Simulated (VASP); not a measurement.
# Tl (I4/mmm) in VASP: notebook, part 2 of 2

VASP 6.6.1. Earlier steps stand in the parts before.

## Step 4: Single point, PBEsol (strain +0.000 along x and y, -0.030 along z)

INCAR

```
SYSTEM = Tl
PREC = Accurate
ENCUT = 520
EDIFF = 1E-7
ISMEAR = 0
SIGMA = 0.15
LREAL = .FALSE.
LASPH = .TRUE.
NELM = 60
ALGO = Fast
ISIF = 2
LWAVE = .FALSE.
LCHARG = .FALSE.
GGA = PS
NBANDS = 12
```

KPOINTS

```
regular mesh
0
G
  18 18 18
  0 0 0
```

POSCAR

```
Tl
1.0
   -1.9410000000      1.9410000000      1.8827700000
    1.9410000000     -1.9410000000      1.8827700000
    1.9410000000      1.9410000000     -1.8827700000
Tl
1
Direct
    0.0000000000      0.0000000000      0.0000000000
```

Potentials or basis: VASP PAW PBE potentials, release 64 (Tl_d).

On the command line:

```bash
$ cat potpaw_PBE.64/Tl_d/POTCAR > POTCAR
$ mpirun -np 1 vasp_std > vasp.out
```

OUTCAR:

```text
SYSTEM = Tl
   PREC = Accurate
   ENCUT = 520
   EDIFF = 1E-7
   ISMEAR = 0
   LREAL = .FALSE.
   LASPH = .TRUE.
   NELM = 60
   ISIF = 2
   GGA = PS

 ion  position               nearest neighbor table
   1  0.000  0.000  0.000-

  LATTYP: Found a body centered tetragonal cell.
 ALAT       =     3.8820000000
 C/A-ratio  =     0.9700000000

  Lattice vectors:

 A1 = (  -1.9410000000,   1.9410000000,   1.8827700000)
 A2 = (   1.9410000000,  -1.9410000000,   1.8827700000)
 A3 = (   1.9410000000,   1.9410000000,  -1.8827700000)

Analysis of symmetry for initial positions (statically):
=====================================================================
 Subroutine PRICEL returns:
 Original cell was already a primitive cell.

 Routine SETGRP: Setting up the symmetry group for a
 body centered tetragonal supercell.

 Subroutine GETGRP returns: Found 16 space group operations
 (whereof 16 operations were pure point group operations)
 out of a pool of 16 trial point group operations.

The static configuration has the point symmetry D_4h.

Analysis of symmetry for dynamics (positions and initial velocities):
=====================================================================
 Subroutine PRICEL returns:
 Original cell was already a primitive cell.

 Routine SETGRP: Setting up the symmetry group for a
 body centered tetragonal supercell.

 Subroutine GETGRP returns: Found 16 space group operations
 (whereof 16 operations were pure point group operations)
 out of a pool of 16 trial point group operations.

The dynamic configuration has the point symmetry D_4h.

 Subroutine INISYM returns: Found 16 space group operations
 (whereof 16 operations are pure point group operations),
 and found     1 'primitive' translations

----------------------------------------------------------------------------------------

                                     Primitive cell

  volume of cell :      28.3732

  direct lattice vectors                    reciprocal lattice vectors
    -1.941000000  1.941000000  1.882770000     0.000000000  0.257599176  0.265566160
[... 115 lines left out ...]
 non-spin polarized calculation
 RMM-DIIS sequential band-by-band and
 Gauss-broadening in eV      SIGMA  =   0.15
  energy-cutoff  :      520.00
  volume of cell :       28.37
 maximum number of plane-waves:       787
 NGX is ok and might be reduce to    28
   NGX = 13   NGY = 13   NGZ = 13

 number of electron      12.9999999 magnetization

 Free energy of the ion-electron system (eV)
  ---------------------------------------------------
  ext. energy  EPLUGINS =         0.00000000
  ---------------------------------------------------
  free energy    TOTEN  =        -2.62996578 eV

  energy without entropy =       -2.62639182  energy(sigma->0) =       -2.62817880

 E-fermi :   6.4736     XC(G=0): -10.4077

 val. band max:        6.4725595354   @ k =  -0.3889  -0.3889   0.1667
 cond. band min:       6.5023335317   @ k =   0.2778   0.2222   0.2222
 fundamental gap:      0.0297739964
 Fermi energy:         6.4735700728

 k-point     1 :       0.0000    0.0000    0.0000
  band No.  band energies     occupation
      1      -5.1822      2.00000
      2      -5.1398      2.00000
      3      -5.1398      2.00000
      4      -4.7345      2.00000
      5      -4.6922      2.00000
      6      -3.6517      2.00000
      7      17.2504      0.00000
      8      17.2504      0.00000
      9      17.5907      0.00000
     10      18.7439      0.00000
     11      18.7439      0.00000
     12      19.0707      0.00000
[... 331 lines left out ...]
 k-point    24 :      -0.2222    0.0556    0.0000
  band No.  band energies     occupation
      1      -5.2210      2.00000
      2      -5.1372      2.00000
      3      -4.9250      2.00000
      4      -4.7676      2.00000
      5      -4.7146      2.00000
      6      -2.7019      2.00000
      7      11.9918      0.00000
      8      14.3923      0.00000
      9      15.4426      0.00000
     10      17.7331      0.00000
     11      18.8003      0.00000
     12      19.5680      0.00000

 [... further k-points ...]

------------------------ aborting loop because EDIFF is reached ----------------------------------------

  FORCE on cell =-STRESS in cart. coord.  units (eV):
  Direction    XX          YY          ZZ          XY          YZ          ZX
  --------------------------------------------------------------------------------------
  -------------------------------------------------------------------------------------
  Total        0.0186567      0.0186567      0.0596853      0.0000000     -0.0000000      0.0000000
  in kB        1.0535043      1.0535043      3.3703097      0.0000000     -0.0000000      0.0000000
  external PRESSURE =       1.8257728 kB  Pullay stress =       0.0000000 kB

 VOLUME and BASIS-vectors are now :
 -----------------------------------------------------------------------------
  energy-cutoff  :      520.00
  volume of cell :       28.37
      direct lattice vectors                 reciprocal lattice vectors
    -1.941000000  1.941000000  1.882770000     0.000000000  0.257599176  0.265566160
     1.941000000 -1.941000000  1.882770000     0.257599176  0.000000000  0.265566160
     1.941000000  1.941000000 -1.882770000     0.257599176  0.257599176  0.000000000

 POSITION                                       TOTAL-FORCE (eV/Angst)
 -----------------------------------------------------------------------------------
      0.00000      0.00000      0.00000        -0.000000      0.000000      0.000000
 -----------------------------------------------------------------------------------
    total drift:                               -0.000000     -0.000000     -0.000000

  FREE ENERGIE OF THE ION-ELECTRON SYSTEM (eV)
  ---------------------------------------------------
  free  energy   TOTEN  =        -2.6299657788 eV

  energy  without entropy=       -2.6263918213  energy(sigma->0) =       -2.62817880
```

stdout:

```text
POSCAR found type information on POSCAR Tl
 POSCAR found :  1 types and       1 ions
 scaLAPACK will be used
 -----------------------------------------------------------------------------
|                                                                             |
|                                                                             |
|     You enforced a specific xc type in the INCAR file but a different       |
|     I HOPE YOU KNOW WHAT YOU ARE DOING!                                     |
|                                                                             |
 -----------------------------------------------------------------------------

 LDA part: xc-table for (Slater+PW92), standard interpolation
 POSCAR, INCAR and KPOINTS ok, starting setup
 FFT: planning ... GRIDC
 FFT: planning ... GRID_SOFT
 FFT: planning ... GRID
 WAVECAR not read
 entering main loop
```

It took 62 s on 1 thread of Intel Xeon 6975P-C (Granite Rapids), shared host; peak memory 0.27 GiB.

What came out:

```yaml
Free_energy: -2.6300 eV
Pressure: 0.2 GPa
Band_gap_on_the_k_mesh: zero (an odd number of electrons rules out a gap without spin polarisation)
```

Caveat: the cell differs from its parent crystal (strain +0.000 along x and y, -0.030 along z); the PAW data sets were made with another functional, which shifts forces and pressure a little; spin-orbit coupling is left out, which moves the levels of the heavy elements.

## Step 5: Single point, PBEsol (strain -0.015 along x and y, +0.000 along z)

INCAR

```
SYSTEM = Tl
PREC     = Accurate       ! precision mode
ENCUT    = 520            ! plane-wave cutoff, eV
EDIFF    = 1E-6           ! SCF threshold, eV
ISMEAR   = 0              ! smearing method
SIGMA    = 0.15           ! smearing width, eV
LREAL    = .False.        ! projectors in reciprocal space
LASPH    = .True.         ! aspherical terms in the spheres
NELM     = 80             ! most SCF steps
ALGO     = Fast           ! electronic algorithm
ISIF     = 2              ! what is computed and relaxed
LWAVE    = .False.        ! write WAVECAR
LCHARG   = .True.         ! write CHGCAR
GGA      = PS             ! functional
LELF     = .True.         ! ELF
LVHAR    = .True.       
NBANDS   = 12             ! bands
```

KPOINTS

```
regular mesh
0
Gamma
  18 18 18
  0 0 0
```

POSCAR

```
Tl
1.0
   -1.9118850000      1.9118850000      1.9410000000
    1.9118850000     -1.9118850000      1.9410000000
    1.9118850000      1.9118850000     -1.9410000000
Tl
1
Direct
    0.0000000000      0.0000000000      0.0000000000
```

On the command line:

```bash
$ cat potpaw_PBE.64/Tl_d/POTCAR > POTCAR
$ mpirun -np 1 vasp_std > vasp.out
```

It took 57 s on 1 thread of Intel Xeon 6975P-C (Granite Rapids), shared host; peak memory 0.27 GiB.

The run converged. Its results:

- Free energy: -2.6302 eV
- Pressure: 0.2 GPa
- Band gap on the k mesh: zero (an odd number of electrons rules out a gap without spin polarisation)

Stress tensor (GPa, compression positive):
```
0.24 0.00 0.00
0.00 0.24 0.00
0.00 0.00 0.05
```

Levels at points of the mesh, in eV from the Fermi level:
```
           k point  band 3  band 4  band 5  band 6  band 7  band 8  band 9  band 10
(0.00, 0.00, 0.00)  -11.61  -11.19  -11.17  -10.12   10.84   10.96   10.96    12.21
(0.50, 0.00, 0.00)  -11.22  -11.18  -10.89   -5.04   -2.81    5.93    7.26    10.25
(0.50, 0.50, 0.00)  -11.20  -11.17  -10.89   -4.95   -2.76    5.72    7.01     9.99
(0.50, 0.50, 0.50)  -10.96  -10.96  -10.96   -1.54    1.22    1.51    1.51     6.44
```

Caveat: the cell differs from its parent crystal (strain -0.015 along x and y, +0.000 along z); the PAW data sets were made with another functional, which shifts forces and pressure a little; spin-orbit coupling is left out, which moves the levels of the heavy elements.

## Step 6: Single point, PBEsol (strain +0.000 along x and y, -0.015 along z)

INCAR

```
SYSTEM = Tl
PREC = Accurate
ENCUT = 520
EDIFF = 1E-6
ISMEAR = 0
SIGMA = 0.15
LREAL = .FALSE.
LASPH = .TRUE.
NELM = 100
ALGO = Fast
ISIF = 2
LWAVE = .FALSE.
LCHARG = .FALSE.
GGA = PS
NBANDS = 12
```

KPOINTS

```
Automatic mesh
0
G
  18 18 18
  0 0 0
```

POSCAR

```
Tl
1.0
   -1.9410000000      1.9410000000      1.9118850000
    1.9410000000     -1.9410000000      1.9118850000
    1.9410000000      1.9410000000     -1.9118850000
Tl
1
Direct
    0.0000000000      0.0000000000      0.0000000000
```

Potentials or basis: VASP PAW PBE potentials, release 64 (Tl_d).

On the command line:

```bash
$ cat potpaw_PBE.64/Tl_d/POTCAR > POTCAR
$ mpirun -np 1 vasp_std > vasp.out
```

Wall time 62 s (1 thread of Intel Xeon 6975P-C (Granite Rapids), shared host); peak memory 0.28 GiB.

It converged, with:

| Property | Result |
| --- | --- |
| Free energy | -2.6302 eV |
| Pressure | -0.4 GPa |
| Band gap on the k mesh | zero (an odd number of electrons rules out a gap without spin polarisation) |

Stress tensor (GPa, compression positive):
```
-0.41  0.00  0.00
 0.00 -0.41  0.00
 0.00  0.00 -0.31
```

Levels at points of the mesh, in eV from the Fermi level:
```csv
k point,band 3,band 4,band 5,band 6,band 7,band 8,band 9,band 10
"(0.00, 0.00, 0.00)",-11.60,-11.18,-11.16,-10.02,10.70,10.70,10.85,12.25
"(0.50, 0.00, 0.00)",-11.20,-11.16,-10.89,-4.99,-2.72,5.72,7.04,9.95
"(0.50, 0.50, 0.00)",-11.22,-11.18,-10.90,-5.08,-2.77,5.93,7.29,10.21
"(0.50, 0.50, 0.50)",-10.96,-10.96,-10.96,-1.63,1.32,1.32,1.61,6.38
```

Caveat: the cell differs from its parent crystal (strain +0.000 along x and y, -0.015 along z); the PAW data sets were made with another functional, which shifts forces and pressure a little; spin-orbit coupling is left out, which moves the levels of the heavy elements.

## Step 7: Overview

```tsv
cell	further INCAR settings	gap on the mesh (eV)	pressure (GPa)
a = 3.295 Å, angles 109.1, 109.1, 110.3°, 1 atom	ALGO = Fast; EDIFF = 1e-07; NBANDS = 12	none	1.4
a = 3.312 Å, angles 110.7, 110.7, 107.0°, 1 atom	ALGO = Fast; EDIFF = 1e-07; NBANDS = 12	none	0.8
a = 3.329 Å, angles 108.7, 108.7, 111.1°, 1 atom	ALGO = Fast; EDIFF = 1e-07; NBANDS = 12	none	0.2
a = 3.328 Å, angles 109.9, 109.9, 108.7°, 1 atom	ALGO = Fast; EDIFF = 1e-06; NBANDS = 12	none	0.2
a = 3.345 Å, angles 109.1, 109.1, 110.3°, 1 atom	ALGO = Fast; EDIFF = 1e-06; NBANDS = 12	none	-0.4
```

Alike in all rows: task single point; level PBEsol; potentials or basis VASP PAW PBE potentials, release 64 (Tl_d); no spin polarisation; k mesh 18 × 18 × 18; cutoff (eV) 520; smearing gaussian 0.15 eV.

Caveats: the PAW data sets were made with another functional, which shifts forces and pressure a little; spin-orbit coupling is left out, which moves the levels of the heavy elements.

Total energies depend on the potentials used, so only differences within one code and one set of settings carry meaning.

The gap in the log of VASP goes by the Fermi energy; the results here count the filled bands.